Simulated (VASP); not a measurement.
# TaC (Fm-3m) in VASP: notebook, part 3 of 3

VASP 6.6.1. The steps go on from the part before.

### 7 Single point, revPBE (11.31 Å³/atom)

This run uses another cell than the first one, of 11.31 Å³/atom.

INCAR reads:

```
PREC = Accurate
ENCUT = 600
EDIFF = 1E-6
ISMEAR = 0
SIGMA = 0.05
LREAL = False
LASPH = True
NELM = 120
ALGO = Normal
ISIF = 2
LWAVE = False
LCHARG = False
GGA = RE
NBANDS = 14
GGA_COMPAT = False
```

KPOINTS reads:

```
Automatic mesh
0
Gamma
  10 10 10
```

POSCAR reads:

```
TaC
1.0
    0.0000000000      2.2445504591      2.2445504591
    2.2445504591      0.0000000000      2.2445504591
    2.2445504591      2.2445504591      0.0000000000
Ta C
1 1
Direct
    0.0000000000      0.0000000000      0.0000000000
    0.5000000000      0.5000000000      0.5000000000
```

Potentials or basis: VASP PAW PBE potentials, release 64 (Ta_pv, C).

Run with:

```sh
$ cat potpaw_PBE.64/Ta_pv/POTCAR potpaw_PBE.64/C/POTCAR > POTCAR
$ mpirun -np 1 vasp_std > vasp.out
```

OUTCAR:

```text
PREC = Accurate
   ENCUT = 600
   EDIFF = 1E-6
   ISMEAR = 0
   LREAL = False
   LASPH = True
   NELM = 120
   ISIF = 2
   GGA = RE

 ion  position               nearest neighbor table
   1  0.000  0.000  0.000-   2 2.24   2 2.24   2 2.24   2 2.24   2 2.24   2 2.24
   2  0.500  0.500  0.500-   1 2.24   1 2.24   1 2.24   1 2.24   1 2.24   1 2.24

  LATTYP: Found a face centered cubic cell.
 ALAT       =     4.4891009182

  Lattice vectors:

 A1 = (   0.0000000000,   2.2445504591,   2.2445504591)
 A2 = (   2.2445504591,   0.0000000000,   2.2445504591)
 A3 = (   2.2445504591,   2.2445504591,   0.0000000000)

Analysis of symmetry for initial positions (statically):
=====================================================================
 Subroutine PRICEL returns:
 Original cell was already a primitive cell.

 Routine SETGRP: Setting up the symmetry group for a
 face centered cubic supercell.

 Subroutine GETGRP returns: Found 48 space group operations
 (whereof 48 operations were pure point group operations)
 out of a pool of 48 trial point group operations.

The static configuration has the point symmetry O_h .

Analysis of symmetry for dynamics (positions and initial velocities):
=====================================================================
 Subroutine PRICEL returns:
 Original cell was already a primitive cell.

 Routine SETGRP: Setting up the symmetry group for a
 face centered cubic supercell.

 Subroutine GETGRP returns: Found 48 space group operations
 (whereof 48 operations were pure point group operations)
 out of a pool of 48 trial point group operations.

The dynamic configuration has the point symmetry O_h .

 Subroutine INISYM returns: Found 48 space group operations
 (whereof 48 operations are pure point group operations),
 and found     1 'primitive' translations

----------------------------------------------------------------------------------------

                                     Primitive cell

  volume of cell :      22.6161

  direct lattice vectors                    reciprocal lattice vectors
     0.000000000  2.244550459  2.244550459    -0.222761755  0.222761755  0.222761755
     2.244550459  0.000000000  2.244550459     0.222761755 -0.222761755  0.222761755
     2.244550459  2.244550459  0.000000000     0.222761755  0.222761755 -0.222761755

  length of vectors
     3.174273701  3.174273701  3.174273701     0.385834678  0.385834678  0.385834678

  position of ions in fractional coordinates (direct lattice)
     0.000000000  0.000000000  0.000000000
     0.500000000  0.500000000  0.500000000

  ion indices of the primitive-cell ions
   primitive index   ion index
                 1           1
                 2           2

----------------------------------------------------------------------------------------

 KPOINTS: Automatic mesh

Automatic generation of k-mesh.
 Grid dimensions read from file:
 generate k-points for:   10   10   10

 Generating k-lattice:

  Cartesian coordinates                     Fractional coordinates (reciprocal lattice)
    -0.022276176  0.022276176  0.022276176     0.100000000  0.000000000  0.000000000
     0.022276176 -0.022276176  0.022276176     0.000000000  0.100000000  0.000000000
     0.022276176  0.022276176 -0.022276176     0.000000000  0.000000000  0.100000000
[... 40 lines left out ...]
   number of dos      NEDOS =    301   number of ions     NIONS =      2
   total plane-waves  NPLWV =  21952
   dimension x,y,z NGX =    28 NGY =   28 NGZ =   28
   dimension x,y,z NGXF=    56 NGYF=   56 NGZF=   56
   ions per type =               1   1
   NGX,Y,Z   is equivalent  to a cutoff of  14.66, 14.66, 14.66 a.u.
   NGXF,Y,Z  is equivalent  to a cutoff of  29.33, 29.33, 29.33 a.u.
 SYSTEM =  unknown system
   PREC   = accura    normal or accurate (medium, high low for compatibility)
   ISTART =      0    job   : 0-new  1-cont  2-samecut
   ICHARG =      2    charge: 1-file 2-atom 10-const
   ISPIN  =      1    spin polarized calculation?
   LNONCOLLINEAR =      F non collinear calculations
   LSORBIT =      F    spin-orbit coupling
   LASPH  =      T    aspherical Exc in radial PAW
   ENCUT  =  600.0 eV  44.10 Ry    6.64 a.u.   6.34  6.34  6.34*2*pi/ulx,y,z
   NELM   =    120;   NELMIN=  2; NELMDL= -5     # of ELM steps
   EDIFF  = 0.1E-05   stopping-criterion for ELM
   LREAL  =      F    real-space projection
   EDIFFG = 0.1E-04   stopping-criterion for IOM
   NSW    =      0    number of steps for IOM
   IBRION =     -1    ionic relax: 0-MD 1-quasi-New 2-CG
   NFREE  =      0    steps in history (QN), initial steepest desc. (CG)
   ISIF   =      2    stress and relaxation
   ISYM   =      2    0-nonsym 1-usesym 2-fastsym
   POTIM  = 0.5000    time-step for ionic-motion
   TEBEG  =    0.0;   TEEND  =   0.0 temperature during run
   PSTRESS=    0.0 pullay stress
   NELECT =      15.0000    total number of electrons
   NUPDOWN=      -1.0000    fix difference up-down
   EMIN   =  10.00;   EMAX   =-10.00  energy-range for DOS
   EFERMI =   0.00;   METHOD = LEGACY
   ISMEAR =     0;   SIGMA  =   0.05  broadening in eV -4-tet -1-fermi 0-gaus
   EFERMI_NEDOS =   21; number of points for ismear=-14 and -15
   IALGO  =     38    algorithm
   IMIX   =      4    mixing-type and parameters
     AMIX     =   0.40;   BMIX     =  1.00
     AMIX_MAG =   1.60;   BMIX_MAG =  1.00
  volume/ion in A,a.u.               =      11.31        76.31
  Fermi-wavevector in a.u.,A,eV,Ry     =   1.427685  2.697934 27.732563  2.038286
  Thomas-Fermi vector in A             =   2.547828
   LORBIT       =      0    0 simple, 1 ext, 2 COOP (PROOUT), +10 PAW based schemes
   GGA     = RE    functional components
   LHFCALC =     F    Hartree Fock is set to
   AEXX    =    0.0000 exact exchange contribution
   IVDW    =     0    specifies the selected vdW correction
   LEPSILON=     F    determine dielectric tensor
   LRPA    =     F    only Hartree local field effects (RPA)
 non-spin polarized calculation
 Gauss-broadening in eV      SIGMA  =   0.05
  energy-cutoff  :      600.00
  volume of cell :       22.62
 maximum number of plane-waves:       769
 NGX is ok and might be reduce to    28
   NGX = 13   NGY = 13   NGZ = 13

 number of electron      15.0000001 magnetization

 Free energy of the ion-electron system (eV)
  ---------------------------------------------------
  ext. energy  EPLUGINS =         0.00000000
  ---------------------------------------------------
  free energy    TOTEN  =       -21.40613568 eV

  energy without entropy =      -21.40570383  energy(sigma->0) =      -21.40591976

 E-fermi :   8.1792     XC(G=0): -13.0468

 val. band max:        8.1678507978   @ k =   0.2000   0.0000   0.0000
 cond. band min:       8.3558411287   @ k =  -0.4000   0.3000   0.0000
 fundamental gap:      0.1879903308
 Fermi energy:         8.1791887118

 k-point     1 :       0.0000    0.0000    0.0000
  band No.  band energies     occupation
      1     -26.9192      2.00000
      2     -26.9192      2.00000
      3     -26.9192      2.00000
      4      -6.4581      2.00000
      5       6.9589      2.00000
      6       6.9589      2.00000
      7       6.9589      2.00000
      8       7.7706      2.00000
      9       7.7706      2.00000
     10       7.7706      2.00000
     11       8.8741      0.00000
     12       8.8741      0.00000
     13      14.5278      0.00000
     14      18.2450      0.00000
[... 377 lines left out ...]
      1     -27.3957      2.00000
      2     -27.1131      2.00000
      3     -27.0932      2.00000
      4      -4.1527      2.00000
      5       2.2861      2.00000
      6       4.0081      2.00000
      7       5.5663      2.00000
      8       6.4249      2.00000
      9      10.8952      0.00000
     10      12.1331      0.00000
     11      12.3541      0.00000
     12      15.1917      0.00000
     13      18.2692      0.00000
     14      20.1104      0.00000

 [... further k-points ...]

------------------------ aborting loop because EDIFF is reached ----------------------------------------

  FORCE on cell =-STRESS in cart. coord.  units (eV):
  Direction    XX          YY          ZZ          XY          YZ          ZX
  --------------------------------------------------------------------------------------
  -------------------------------------------------------------------------------------
  Total        0.0726037      0.0726037      0.0726037     -0.0000000     -0.0000000     -0.0000000
  in kB        5.1434122      5.1434122      5.1434122     -0.0000000     -0.0000000     -0.0000000
  external PRESSURE =       5.1434122 kB  Pullay stress =       0.0000000 kB

 VOLUME and BASIS-vectors are now :
 -----------------------------------------------------------------------------
  energy-cutoff  :      600.00
  volume of cell :       22.62
      direct lattice vectors                 reciprocal lattice vectors
     0.000000000  2.244550459  2.244550459    -0.222761755  0.222761755  0.222761755
     2.244550459  0.000000000  2.244550459     0.222761755 -0.222761755  0.222761755
     2.244550459  2.244550459  0.000000000     0.222761755  0.222761755 -0.222761755

 POSITION                                       TOTAL-FORCE (eV/Angst)
 -----------------------------------------------------------------------------------
      0.00000      0.00000      0.00000        -0.000000      0.000000      0.000000
      2.24455      2.24455      2.24455         0.000000      0.000000     -0.000000
 -----------------------------------------------------------------------------------
    total drift:                                0.000000      0.000000      0.000000

  FREE ENERGIE OF THE ION-ELECTRON SYSTEM (eV)
  ---------------------------------------------------
  free  energy   TOTEN  =       -21.4061356800 eV

  energy  without entropy=      -21.4057038339  energy(sigma->0) =      -21.40591976
```

stdout:

```text
POSCAR found type information on POSCAR TaC
 POSCAR found :  2 types and       2 ions
 scaLAPACK will be used
 -----------------------------------------------------------------------------
|                                                                             |
|                                                                             |
|     You enforced a specific xc type in the INCAR file but a different       |
|     I HOPE YOU KNOW WHAT YOU ARE DOING!                                     |
|                                                                             |
 -----------------------------------------------------------------------------

 LDA part: xc-table for (Slater+PW92), standard interpolation
 POSCAR, INCAR and KPOINTS ok, starting setup
 FFT: planning ... GRIDC
 FFT: planning ... GRID_SOFT
 FFT: planning ... GRID
 WAVECAR not read
 entering main loop
```

Run time: 32 s. Hardware: 1 thread of Intel Xeon 8259CL, shared host; peak memory 0.17 GiB.

What came out:

* Free energy: -21.4061 eV
* Pressure: 0.5 GPa
* Band gap on the k mesh: zero (an odd number of electrons rules out a gap without spin polarisation)

Caveat: the PAW data sets were made with another functional, which shifts forces and pressure a little; spin-orbit coupling is left out, which moves the levels of the heavy elements.

### 8 The runs side by side

| level | potentials or basis | cell | gap on the mesh (eV) | pressure (GPa) |
| --- | --- | --- | --- | --- |
| LDA | VASP PAW LDA potentials, release 64 (Ta_pv, C) | a = 3.100 Å, angles 60.0°, 2 atoms | none | 9.5 |
| PBEsol+D3(BJ) | VASP PAW PBE potentials, release 64 (Ta_pv, C) | a = 3.118 Å, angles 60.0°, 2 atoms | none | 0.9 |
| PBEsol+D3(BJ) | VASP PAW PBE potentials, release 64 (Ta_pv, C) | a = 3.097 Å, angles 60.0°, 2 atoms | none | 8.6 |
| PBE | VASP PAW PBE potentials, release 64 (Ta_pv, C) | a = 3.149 Å, angles 60.0°, 2 atoms | none | 5.3 |
| revPBE | VASP PAW PBE potentials, release 64 (Ta_pv, C) | a = 3.149 Å, angles 60.0°, 2 atoms | none | 8.4 |
| revPBE | VASP PAW PBE potentials, release 64 (Ta_pv, C) | a = 3.174 Å, angles 60.0°, 2 atoms | none | 0.5 |

Alike in all rows: task single point; no spin polarisation; k mesh 10 × 10 × 10; cutoff (eV) 600; smearing gaussian 0.05 eV.

Caveats: spin-orbit coupling is left out, which moves the levels of the heavy elements; the cell stands under pressure (at least some runs); the PAW data sets were made with another functional, which shifts forces and pressure a little (at least some runs).

Absolute energies hang on the potentials; compare differences alone.
